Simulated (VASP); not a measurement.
# TePb (Fm-3m) in VASP: notebook, part 2 of 2

VASP 6.6.1. The steps go on from the part before.

## (3) Single point, PBE+D4

This run uses another cell than the first one, of 33.90 Å³/atom, 0.992 times its volume.

File INCAR:

```
ALGO = Normal ; EDIFF = 1E-6
ENCUT = 520 ; GGA = PE
ISIF = 2 ; ISMEAR = -1
IVDW = 13 ; LASPH = T
LCHARG = T ; LELF = T
LREAL = F ; LVHAR = T
LWAVE = F ; NBANDS = 17
NELM = 60 ; PREC = Accurate
SIGMA = 0.05
```

File KPOINTS:

```
k-points
0
Gamma
  7 7 7
```

File POSCAR:

```
TePb
1.0
    0.0000000000      3.2365076999      3.2365076999
    3.2365076999      0.0000000000      3.2365076999
    3.2365076999      3.2365076999      0.0000000000
Pb Te
1 1
Direct
    0.0000000000      0.0000000000      0.0000000000
    0.5000000000      0.5000000000      0.5000000000
```

Potentials or basis: VASP PAW PBE potentials, release 64 (Pb_d, Te).

Command:

```
cat potpaw_PBE.64/Pb_d/POTCAR potpaw_PBE.64/Te/POTCAR > POTCAR
mpirun -np 1 vasp_std > vasp.out
```

OUTCAR:

```text
EDIFF = 1E-6
   ENCUT = 520
   GGA = PE
   ISIF = 2
   ISMEAR = -1
   IVDW = 13
   LASPH = T
   LREAL = F
   NELM = 60
   PREC = Accurate

 ion  position               nearest neighbor table
   1  0.000  0.000  0.000-   2 3.24   2 3.24   2 3.24   2 3.24   2 3.24   2 3.24
   2  0.500  0.500  0.500-   1 3.24   1 3.24   1 3.24   1 3.24   1 3.24   1 3.24

  LATTYP: Found a face centered cubic cell.
 ALAT       =     6.4730153998

  Lattice vectors:

 A1 = (   0.0000000000,   3.2365076999,   3.2365076999)
 A2 = (   3.2365076999,   0.0000000000,   3.2365076999)
 A3 = (   3.2365076999,   3.2365076999,   0.0000000000)

Analysis of symmetry for initial positions (statically):
=====================================================================
 Subroutine PRICEL returns:
 Original cell was already a primitive cell.

 Routine SETGRP: Setting up the symmetry group for a
 face centered cubic supercell.

 Subroutine GETGRP returns: Found 48 space group operations
[... 9 lines left out ...]

 Routine SETGRP: Setting up the symmetry group for a
 face centered cubic supercell.

 Subroutine GETGRP returns: Found 48 space group operations
[... 11 lines left out ...]
                                     Primitive cell

  volume of cell :      67.8047

  direct lattice vectors                    reciprocal lattice vectors
     0.000000000  3.236507700  3.236507700    -0.154487505  0.154487505  0.154487505
     3.236507700  0.000000000  3.236507700     0.154487505 -0.154487505  0.154487505
     3.236507700  3.236507700  0.000000000     0.154487505  0.154487505 -0.154487505

  length of vectors
     4.577113084  4.577113084  4.577113084     0.267580208  0.267580208  0.267580208

  position of ions in fractional coordinates (direct lattice)
     0.000000000  0.000000000  0.000000000
[... 83 lines left out ...]
   PSTRESS=    0.0 pullay stress
   NELECT =      20.0000    total number of electrons
   NUPDOWN=      -1.0000    fix difference up-down
   EMIN   =  10.00;   EMAX   =-10.00  energy-range for DOS
   EFERMI =   0.00;   METHOD = LEGACY
   ISMEAR =    -1;   SIGMA  =   0.05  broadening in eV -4-tet -1-fermi 0-gaus
   EFERMI_NEDOS =   21; number of points for ismear=-14 and -15
   IALGO  =     38    algorithm
   IMIX   =      4    mixing-type and parameters
     AMIX     =   0.40;   BMIX     =  1.00
     AMIX_MAG =   1.60;   BMIX_MAG =  1.00
  volume/ion in A,a.u.               =      33.90       228.78
  Fermi-wavevector in a.u.,A,eV,Ry     =   1.089762  2.059351 16.158013  1.187580
  Thomas-Fermi vector in A             =   2.225972
   LORBIT       =      0    0 simple, 1 ext, 2 COOP (PROOUT), +10 PAW based schemes
   GGA     = PE    functional components
   LHFCALC =     F    Hartree Fock is set to
   AEXX    =    0.0000 exact exchange contribution
   IVDW    =    13    specifies the selected vdW correction
   LEPSILON=     F    determine dielectric tensor
   LRPA    =     F    only Hartree local field effects (RPA)
 non-spin polarized calculation
  energy-cutoff  :      520.00
  volume of cell :       67.80
 maximum number of plane-waves:      1841
 NGX is ok and might be reduce to    36
   NGX = 17   NGY = 17   NGZ = 17

 number of electron      20.0000003 magnetization

 Free energy of the ion-electron system (eV)
  ---------------------------------------------------
  ext. energy  EPLUGINS =         0.00000000
  ---------------------------------------------------
  free energy    TOTEN  =        -7.50691142 eV

  energy without entropy =       -7.50690909  energy(sigma->0) =       -7.50691025

 E-fermi :   5.9710     XC(G=0):  -9.2778

 val. band max:        5.4546667416   @ k =   0.4286   0.0000   0.0000
 cond. band min:       6.4734746739   @ k =   0.4286   0.0000   0.0000
 fundamental gap:      1.0188079323
 Fermi energy:         5.9709544374

 k-point     1 :       0.0000    0.0000    0.0000
  band No.  band energies     occupation
      1     -11.1528      2.00000
      2     -11.1528      2.00000
      3     -11.1439      2.00000
      4     -11.1439      2.00000
      5     -11.1439      2.00000
      6      -6.4190      2.00000
[... 377 lines left out ...]
      4     -11.1327      2.00000
      5     -11.1200      2.00000
      6      -4.6350      2.00000
[... 9 lines left out ...]
     16      15.8643      0.00000
     17      16.3223      0.00000

------------------------ aborting loop because EDIFF is reached ----------------------------------------

  DFT-D4 for vdW energy calculation

  Edisp (eV):   -0.87155

  FORCE on cell =-STRESS in cart. coord.  units (eV):
  Direction    XX          YY          ZZ          XY          YZ          ZX
  --------------------------------------------------------------------------------------
  -------------------------------------------------------------------------------------
  Total      -0.04768    -0.04768    -0.04768     0.00000     0.00000    -0.00000
  in kB      -1.12670    -1.12670    -1.12670     0.00000     0.00000    -0.00000
  external pressure =       -1.13 kB  Pullay stress =        0.00 kB

 VOLUME and BASIS-vectors are now :
 -----------------------------------------------------------------------------
  energy-cutoff  :      520.00
  volume of cell :       67.80
      direct lattice vectors                 reciprocal lattice vectors
     0.000000000  3.236507700  3.236507700    -0.154487505  0.154487505  0.154487505
     3.236507700  0.000000000  3.236507700     0.154487505 -0.154487505  0.154487505
     3.236507700  3.236507700  0.000000000     0.154487505  0.154487505 -0.154487505

 POSITION                                       TOTAL-FORCE (eV/Angst)
 -----------------------------------------------------------------------------------
      0.00000      0.00000      0.00000         0.000000     -0.000000     -0.000000
      3.23651      3.23651      3.23651        -0.000000      0.000000      0.000000
 -----------------------------------------------------------------------------------
    total drift:                               -0.000000      0.000000      0.000000

  FREE ENERGIE OF THE ION-ELECTRON SYSTEM (eV)
  ---------------------------------------------------
  free  energy   TOTEN  =        -8.3784599436 eV

  energy  without entropy=       -8.3784576172  energy(sigma->0) =       -8.37845878
```

OSZICAR:

```text
N       E                     dE             d eps       ncg     rms          rms(c)
DAV:   1     0.153086824255E+03    0.15309E+03   -0.91012E+03   680   0.114E+03
DAV:   2     0.235210516169E+01   -0.15073E+03   -0.14525E+03   731   0.295E+02
DAV:   3    -0.736445328596E+01   -0.97166E+01   -0.96689E+01   897   0.821E+01
DAV:   4    -0.761903147354E+01   -0.25458E+00   -0.25430E+00   830   0.151E+01
DAV:   5    -0.762986219047E+01   -0.10831E-01   -0.10830E-01  1003   0.266E+00    0.331E+00
DAV:   6    -0.750830110243E+01    0.12156E+00   -0.26865E-01   976   0.360E+00    0.204E+00
DAV:   7    -0.750508309186E+01    0.32180E-02   -0.82742E-02   835   0.138E+00    0.911E-01
DAV:   8    -0.750697862998E+01   -0.18955E-02   -0.95040E-03   843   0.979E-01    0.145E-01
DAV:   9    -0.750687619529E+01    0.10243E-03   -0.12915E-03  1010   0.375E-01    0.631E-02
DAV:  10    -0.750690510698E+01   -0.28912E-04   -0.15739E-04   800   0.961E-02    0.219E-02
DAV:  11    -0.750691152272E+01   -0.64157E-05   -0.40573E-05   886   0.491E-02    0.173E-02
DAV:  12    -0.750691141774E+01    0.10498E-06   -0.23879E-06   753   0.107E-02
   1 F= -.83784599E+01 E0= -.83784588E+01  d E =-.232636E-05
```

It took 12 s on 1 thread of Intel Xeon Platinum 8559C (Emerald Rapids), shared host; peak memory 0.2 GiB.

What came out:

```
Free energy                : -8.3785 eV
Pressure                   : -0.1 GPa
Dispersion energy per atom : -0.436 eV
```

Caveat: this odd mesh misses L, where the gap lies, so gap, dielectric constants and Born charges aren't listed; spin-orbit coupling is left out, which moves the levels of the heavy elements.
